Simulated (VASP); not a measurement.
# Co2Si (P6/mmm) in VASP: a series of runs

Co2Si is run at these levels: PBE; tasks: relaxation of cell and atoms.

All numbers are computed with VASP 6.6.1; they aren't measurements. Logs are shortened: lines on timing, memory, paths and dates and some standing lists are left out, and cuts for length are marked.

## 1. The cell of the first run

The structure is hexagonal, space group P6/mmm (No. 191). The conventional cell has a = 3.235 Å, b = 3.235 Å, c = 3.493 Å, α = 90.00°, β = 90.00°, γ = 120.00°. Co (site symmetry -6m2) has 3 Co at 1.87 Å within 2.5 Å. Si (site symmetry 6/mmm) has 12 Co at 2.56 Å and 6 Si at 3.24 Å within 3.4 Å.

## 2. Relaxation of cell and atoms, PBE, collinear spin, ferromagnetic start

Contents of INCAR:

```
SYSTEM = Co2Si
PREC     = Accurate       ! precision mode
ENCUT    = 600            ! plane-wave cutoff, eV
EDIFF    = 1E-7           ! SCF threshold, eV
ISMEAR   = 0              ! smearing method
SIGMA    = 0.1            ! smearing width, eV
LREAL    = .False.        ! projectors in reciprocal space
LASPH    = .True.         ! aspherical terms in the spheres
NELM     = 200            ! most SCF steps
ALGO     = Normal         ! electronic algorithm
ISIF     = 3              ! what is computed and relaxed
LWAVE    = .False.        ! write WAVECAR
LCHARG   = .False.        ! write CHGCAR
ISPIN    = 2              ! spin polarisation
MAGMOM   = 0.86 0.86 0    ! initial moments
LORBIT   = 11             ! projections on sites
LMAXMIX  = 4              ! l up to which the mixer works
GGA      = PE             ! functional
IBRION   = 2              ! ionic algorithm
NSW      = 90             ! ionic steps
EDIFFG   = -0.04          ! ionic threshold
GGA_COMPAT= .False.      
NELMIN   = 4
```

Contents of KPOINTS:

```
regular mesh
0
Gamma
  6 6 6
  0 0 0
```

Contents of POSCAR:

```
Co2Si
1.0
    3.2354147094      0.0000000000      0.0000000000
   -1.6177073547      2.8019513301      0.0000000000
    0.0000000000      0.0000000000      3.4933879753
Co Si
2 1
Direct
    0.3333333333      0.6666666667      0.5000000000
    0.6666666667      0.3333333333      0.5000000000
    0.0000000000      0.0000000000      0.0000000000
```

Potentials or basis: VASP PAW PBE potentials, release 64 (Co, Si).

Command:

```sh
> cat potpaw_PBE.64/Co/POTCAR potpaw_PBE.64/Si/POTCAR > POTCAR
> mpirun -np 1 vasp_std > vasp.out
```

OUTCAR:

```text
SYSTEM = Co2Si
   PREC = Accurate
   ENCUT = 600
   EDIFF = 1E-7
   ISMEAR = 0
   LREAL = .False.
   LASPH = .True.
   NELM = 200
   ISIF = 3
   ISPIN = 2
   LORBIT = 11
   GGA = PE
   IBRION = 2
   NSW = 90
   EDIFFG = -0.04
   NELMIN = 4

 ion  position               nearest neighbor table
   1  0.333  0.667  0.500-   2 1.87   2 1.87   2 1.87   3 2.56   3 2.56   3 2.56   3 2.56   3 2.56
                             3 2.56
   2  0.667  0.333  0.500-   1 1.87   1 1.87   1 1.87   3 2.56   3 2.56   3 2.56   3 2.56   3 2.56
                             3 2.56
   3  0.000  0.000  0.000-   1 2.56   2 2.56   1 2.56   2 2.56   1 2.56   1 2.56   2 2.56   2 2.56
                             2 2.56   2 2.56   1 2.56   1 2.56

  LATTYP: Found a hexagonal cell.
 ALAT       =     3.2354147094
 C/A-ratio  =     1.0797342193

  Lattice vectors:

 A1 = (   3.2354147094,   0.0000000000,   0.0000000000)
 A2 = (  -1.6177073547,   2.8019513301,   0.0000000000)
 A3 = (   0.0000000000,   0.0000000000,   3.4933879753)

Analysis of symmetry for initial positions (statically):
=====================================================================
 Subroutine PRICEL returns:
 Original cell was already a primitive cell.

 Routine SETGRP: Setting up the symmetry group for a
 hexagonal supercell.

 Subroutine GETGRP returns: Found 24 space group operations
 (whereof 24 operations were pure point group operations)
 out of a pool of 24 trial point group operations.

The static configuration has the point symmetry D_6h.

Analysis of symmetry for dynamics (positions and initial velocities):
=====================================================================
 Subroutine PRICEL returns:
 Original cell was already a primitive cell.

 Routine SETGRP: Setting up the symmetry group for a
 hexagonal supercell.

 Subroutine GETGRP returns: Found 24 space group operations
 (whereof 24 operations were pure point group operations)
 out of a pool of 24 trial point group operations.

The dynamic configuration has the point symmetry D_6h.

Analysis of structural, dynamic, and magnetic symmetry:
=====================================================================
 Subroutine PRICEL returns:
 Original cell was already a primitive cell.

 Routine SETGRP: Setting up the symmetry group for a
 hexagonal supercell.

 Subroutine GETGRP returns: Found 24 space group operations
 (whereof 24 operations were pure point group operations)
 out of a pool of 24 trial point group operations.

The overall configuration has the point symmetry D_6h.

 Subroutine INISYM returns: Found 24 space group operations
 (whereof 24 operations are pure point group operations),
 and found     1 'primitive' translations

----------------------------------------------------------------------------------------

                                     Primitive cell

  volume of cell :      31.6692

  direct lattice vectors                    reciprocal lattice vectors
     3.235414709  0.000000000  0.000000000     0.309079389  0.178447068  0.000000000
    -1.617707355  2.801951330  0.000000000     0.000000000  0.356894136  0.000000000
     0.000000000  0.000000000  3.493387975     0.000000000  0.000000000  0.286255064

  length of vectors
     3.235414709  3.235414709  3.493387975     0.356894136  0.356894136  0.286255064

  position of ions in fractional coordinates (direct lattice)
     0.333333333  0.666666667  0.500000000
     0.666666667  0.333333333  0.500000000
     0.000000000  0.000000000  0.000000000

  ion indices of the primitive-cell ions
   primitive index   ion index
                 1           1
                 2           2
                 3           3

----------------------------------------------------------------------------------------

 KPOINTS: regular mesh

Automatic generation of k-mesh.
 Grid dimensions read from file:
[... 24 lines left out ...]
  0.333333 -0.000000  0.000000      6.000000
  0.500000  0.000000  0.000000      3.000000
  0.166667  0.166667  0.000000      6.000000
  0.333333  0.166667  0.000000     12.000000
[... 16 lines left out ...]
  0.166667  0.000000  0.500000      6.000000
  0.333333 -0.000000  0.500000      6.000000
 [... further k-points ...]
   k-points           NKPTS =     28   k-points in BZ     NKDIM =     28   number of bands    NBANDS=     16
   number of dos      NEDOS =    301   number of ions     NIONS =      3
   total plane-waves  NPLWV =  21952
   dimension x,y,z NGX =    28 NGY =   28 NGZ =   28
   dimension x,y,z NGXF=    56 NGYF=   56 NGZF=   56
   ions per type =               2   1
   NGX,Y,Z   is equivalent  to a cutoff of  14.39, 14.39, 13.32 a.u.
   NGXF,Y,Z  is equivalent  to a cutoff of  28.77, 28.77, 26.65 a.u.
 SYSTEM =  Co2Si
   PREC   = accura    normal or accurate (medium, high low for compatibility)
   ISTART =      0    job   : 0-new  1-cont  2-samecut
   ICHARG =      2    charge: 1-file 2-atom 10-const
   ISPIN  =      2    spin polarized calculation?
   LNONCOLLINEAR =      F non collinear calculations
   LSORBIT =      F    spin-orbit coupling
   LASPH  =      T    aspherical Exc in radial PAW
   ENCUT  =  600.0 eV  44.10 Ry    6.64 a.u.   6.46  6.46  6.98*2*pi/ulx,y,z
   NELM   =    200;   NELMIN=  4; NELMDL= -5     # of ELM steps
   EDIFF  = 0.1E-06   stopping-criterion for ELM
   LREAL  =      F    real-space projection
   EDIFFG = -.4E-01   stopping-criterion for IOM
   NSW    =     90    number of steps for IOM
   IBRION =      2    ionic relax: 0-MD 1-quasi-New 2-CG
   NFREE  =      1    steps in history (QN), initial steepest desc. (CG)
   ISIF   =      3    stress and relaxation
   ISYM   =      2    0-nonsym 1-usesym 2-fastsym
   POTIM  = 0.5000    time-step for ionic-motion
   TEBEG  =    0.0;   TEEND  =   0.0 temperature during run
   PSTRESS=    0.0 pullay stress
   NELECT =      22.0000    total number of electrons
   NUPDOWN=      -1.0000    fix difference up-down
   EMIN   =  10.00;   EMAX   =-10.00  energy-range for DOS
   EFERMI =   0.00;   METHOD = LEGACY
   ISMEAR =     0;   SIGMA  =   0.10  broadening in eV -4-tet -1-fermi 0-gaus
   EFERMI_NEDOS =   21; number of points for ismear=-14 and -15
   IALGO  =     38    algorithm
   IMIX   =      4    mixing-type and parameters
     AMIX     =   0.40;   BMIX     =  1.00
     AMIX_MAG =   1.60;   BMIX_MAG =  1.00
  volume/ion in A,a.u.               =      10.56        71.24
  Fermi-wavevector in a.u.,A,eV,Ry     =   1.449895  2.739905 28.602113  2.102196
  Thomas-Fermi vector in A             =   2.567569
   LORBIT       =     11    0 simple, 1 ext, 2 COOP (PROOUT), +10 PAW based schemes
   GGA     = PE    functional components
   LHFCALC =     F    Hartree Fock is set to
   AEXX    =    0.0000 exact exchange contribution
   IVDW    =     0    specifies the selected vdW correction
   LEPSILON=     F    determine dielectric tensor
   LRPA    =     F    only Hartree local field effects (RPA)
 conjugate gradient relaxation of ions
 spin polarized calculation
 Gauss-broadening in eV      SIGMA  =   0.10
  energy-cutoff  :      600.00
  volume of cell :       31.67
 maximum number of plane-waves:      1081
 NGX is ok and might be reduce to    28
   NGX = 13   NGY = 13   NGZ = 13

--------------------------------------- Ionic step        1  -------------------------------------------

 number of electron      21.9999997 magnetization       1.6570504

 Free energy of the ion-electron system (eV)
  ---------------------------------------------------
  ext. energy  EPLUGINS =         0.00000000
  ---------------------------------------------------
  free energy    TOTEN  =       -15.53952433 eV

  energy without entropy =      -15.52910949  energy(sigma->0) =      -15.53431691

------------------------ aborting loop because EDIFF is reached ----------------------------------------

  FORCE on cell =-STRESS in cart. coord.  units (eV):
  Direction    XX          YY          ZZ          XY          YZ          ZX
  --------------------------------------------------------------------------------------
  -------------------------------------------------------------------------------------
  Total       20.5602574     20.5602574     -0.3919628      0.0000000      0.0000000      0.0000000
  in kB     1040.1638716   1040.1638716    -19.8297873      0.0000000      0.0000000      0.0000000
  external PRESSURE =     686.8326520 kB  Pullay stress =       0.0000000 kB
[... 94 lines left out ...]
  FREE ENERGIE OF THE ION-ELECTRON SYSTEM (eV)
  ---------------------------------------------------
  free  energy   TOTEN  =       -17.9433984285 eV

  energy  without entropy=      -17.9227586080  energy(sigma->0) =      -17.93307852

 E-fermi :   9.3463     XC(G=0): -12.1005

 val. band max:        9.3049841873   @ k =   0.3333   0.1667   0.1667
 cond. band min:       9.3465016292   @ k =   0.1667   0.0000   0.3333
 fundamental gap:      0.0415174419
 Fermi energy:         9.3462902961

 spin component 1

 k-point     1 :       0.0000    0.0000    0.0000
  band No.  band energies     occupation
      1      -1.9014      1.00000
      2       5.7577      1.00000
      3       5.8496      1.00000
      4       5.8496      1.00000
      5       6.7621      1.00000
      6       6.7621      1.00000
[... 895 lines left out ...]
      5       5.9274      1.00000
      6       6.5686      1.00000
[... 8 lines left out ...]
     15      13.4261      0.00000
     16      13.8456      0.00000

 [... further k-points ...]

[... ionic steps 4 to 9 ...]

--------------------------------------- Ionic step       10  -------------------------------------------

 number of electron      22.0000007 magnetization      -0.0000013

------------------------ aborting loop because EDIFF is reached ----------------------------------------
[... 69 lines left out ...]
--------------------------------------- Ionic step       12  -------------------------------------------

 number of electron      22.0000003 magnetization      -0.0000310

 Free energy of the ion-electron system (eV)
  ---------------------------------------------------
  ext. energy  EPLUGINS =         0.00000000
  ---------------------------------------------------
  free energy    TOTEN  =       -19.47602201 eV

  energy without entropy =      -19.45697641  energy(sigma->0) =      -19.46649921

 E-fermi :  11.7787     XC(G=0): -13.0296

 val. band max:       11.7782784101   @ k =   0.1667   0.1667   0.0000
 cond. band min:      11.7877567903   @ k =   0.3333  -0.0000   0.0000
 fundamental gap:      0.0094783802
 Fermi energy:        11.7787345699

 spin component 1

 k-point     1 :       0.0000    0.0000    0.0000
  band No.  band energies     occupation
      1      -1.1320      1.00000
      2       6.9896      1.00000
      3       6.9896      1.00000
      4       8.1643      1.00000
      5       9.2392      1.00000
      6       9.2392      1.00000
[... 937 lines left out ...]
  FREE ENERGIE OF THE ION-ELECTRON SYSTEM (eV)
  ---------------------------------------------------
  free  energy   TOTEN  =       -19.4760220106 eV

  energy  without entropy=      -19.4569764111  energy(sigma->0) =      -19.46649921

 reached required accuracy - stopping structural energy minimisation

 total charge

# of ion       s       p       d       tot
------------------------------------------
    1        0.477   0.545   7.491   8.512
    2        0.477   0.545   7.491   8.512
    3        0.679   0.849   0.000   1.528
--------------------------------------------------
tot          1.633   1.938  14.982  18.552

 magnetization (x)

# of ion       s       p       d       tot
------------------------------------------
    1        0.000   0.000  -0.000  -0.000
    2        0.000   0.000  -0.000  -0.000
    3        0.000   0.000   0.000   0.000
--------------------------------------------------
tot          0.000   0.000  -0.000  -0.000
```

Run time: 5.2 min. Hardware: 1 thread of AMD EPYC 9R45 (Zen 5), shared host; peak memory 0.17 GiB.

What came out:

| Quantity | Value |
| --- | --- |
| Free energy | -19.4760 eV |
| Relaxed volume | 10.89 Å³/atom |
| Relaxed cell | a = 3.863 Å, b = 3.863 Å, c = 2.529 Å, α = 90.00°, β = 90.00°, γ = 120.00° |
| Space group after relaxing (to 0.05 Å) | P6/mmm (No. 191) |
| Energy gained by relaxing | 1312.2 meV/atom |
| Ionic steps | 12 |
| Pressure after relaxing | -0.2 GPa |
| Band gap on the k mesh | zero (filled and empty bands overlap) |
| Net moment | 0.00 μB per cell |
| Valence electrons inside the program's atomic spheres | Co 8.51; Si 1.53 |

The path:
```tsv
step	energy change (eV)	largest force (eV/Å)	pressure (GPa)	volume (Å³)
1	0.0000	0.0000	68.68	31.67
2	-0.3326	0.0000	-27.81	55.72
3	-2.4039	0.0000	-8.04	41.45
4	-2.4047	0.0000	-7.51	41.24
5	-2.8615	0.0000	-7.55	38.72
6	-3.7478	0.0000	17.77	30.39
7	-3.6423	0.0000	-5.60	34.73
8	-3.9104	0.0000	1.81	32.60
9	-3.9233	0.0000	5.34	31.96
10	-3.9236	0.0000	4.15	32.16
11	-3.9029	0.0000	-6.20	33.55
12	-3.9365	0.0000	-0.17	32.68
```

Final structure:
```
Co Si
1.0
     3.86336    0.00000    0.00000
    -1.93168    3.34577    0.00000
     0.00000    0.00000    2.52853
Co Si
2 1
Direct
  0.33333 0.66667 0.50000
  0.66667 0.33333 0.50000
  0.00000 0.00000 0.00000
```

Caveat: the k points lie up to 0.41 Å⁻¹ apart in the final cell.

## 3. Relaxation of cell and atoms, PBE

This run uses another cell than the first one, of 10.91 Å³/atom, 1.034 times its volume.

Contents of INCAR:

```
SYSTEM = Co2Si
PREC     = Accurate       ! precision mode
ENCUT    = 600            ! plane-wave cutoff, eV
EDIFF    = 1E-7           ! SCF threshold, eV
ISMEAR   = 0              ! smearing method
SIGMA    = 0.1            ! smearing width, eV
LREAL    = .FALSE.        ! projectors in reciprocal space
LASPH    = .TRUE.         ! aspherical terms in the spheres
NELM     = 120            ! most SCF steps
ALGO     = Normal         ! electronic algorithm
ISIF     = 3              ! what is computed and relaxed
LWAVE    = .FALSE.        ! write WAVECAR
LCHARG   = .FALSE.        ! write CHGCAR
GGA      = PE             ! functional
IBRION   = 2              ! ionic algorithm
NSW      = 100            ! ionic steps
EDIFFG   = -0.01          ! ionic threshold
GGA_COMPAT= .FALSE.      
NELMIN   = 4
```

Contents of KPOINTS:

```
regular mesh
0
G
  12 12 18
  0 0 0
```

Contents of POSCAR:

```
Co2Si
1.0
    3.8658700581      0.0000000000      0.0000000000
   -1.9329350290      3.3479416780      0.0000000000
    0.0000000000      0.0000000000      2.5289274938
Co Si
2 1
Direct
    0.3333333333      0.6666666667      0.5000000000
    0.6666666667      0.3333333333      0.5000000000
    0.0000000000      0.0000000000      0.0000000000
```

Potentials or basis: VASP PAW PBE potentials, release 64 (Co, Si).

Command:

```sh
> cat potpaw_PBE.64/Co/POTCAR potpaw_PBE.64/Si/POTCAR > POTCAR
> mpirun -np 1 vasp_std > vasp.out
```

Wall time 3 min (1 thread of AMD EPYC 9R45 (Zen 5), shared host); peak memory 0.22 GiB.

The run converged. Its results:

| Quantity | Value |
| --- | --- |
| Free energy | -19.4991 eV |
| Relaxed volume | 10.88 Å³/atom |
| Relaxed cell | a = 3.868 Å, b = 3.868 Å, c = 2.518 Å, α = 90.00°, β = 90.00°, γ = 120.00° |
| Space group after relaxing (to 0.05 Å) | P6/mmm (No. 191) |
| Energy gained by relaxing | 0.2 meV/atom |
| Ionic steps | 5 |
| Pressure after relaxing | 0.0 GPa |
| Band gap on the k mesh | zero (band 11 reaches 12.46 eV, above the bottom of band 12 at 11.45 eV) |

The path:
```
step  energy change (eV)  largest force (eV/Å)  pressure (GPa)  volume (Å³)
   1              0.0000                0.0000           -0.51        32.73
   2             -0.0006                0.0000            0.45        32.57
   3             -0.0006                0.0000            0.26        32.60
   4             -0.0006                0.0000           -0.21        32.66
   5             -0.0007                0.0000            0.01        32.63
```

Final structure:
```cif
data_structure
_symmetry_space_group_name_H-M 'P 1'
_symmetry_Int_Tables_number 1
_cell_length_a 3.8681
_cell_length_b 3.8681
_cell_length_c 2.5181
_cell_angle_alpha 90.000
_cell_angle_beta 90.000
_cell_angle_gamma 120.000
_cell_volume 32.63
loop_
_atom_site_label
_atom_site_type_symbol
_atom_site_fract_x
_atom_site_fract_y
_atom_site_fract_z
_atom_site_occupancy
Co1 Co 0.33333 0.66667 0.50000 1
Co2 Co 0.66667 0.33333 0.50000 1
Si1 Si 0.00000 0.00000 0.00000 1
```

Levels at points of the mesh, in eV from the Fermi level:
```csv
k point,band 8,band 9,band 10,band 11,band 12,band 13,band 14,band 15
"(0.00, 0.00, 0.00)",-1.27,-1.27,-0.21,-0.21,1.82,3.04,3.04,3.04
"(0.50, 0.00, 0.00)",-1.50,-1.30,-0.79,-0.44,-0.16,0.02,3.36,9.52
"(0.00, 0.00, 0.50)",-2.24,-1.99,-1.99,0.28,0.77,4.69,4.69,7.49
"(0.50, 0.00, 0.50)",-0.94,-0.42,0.19,0.44,0.59,0.87,2.62,3.15
```
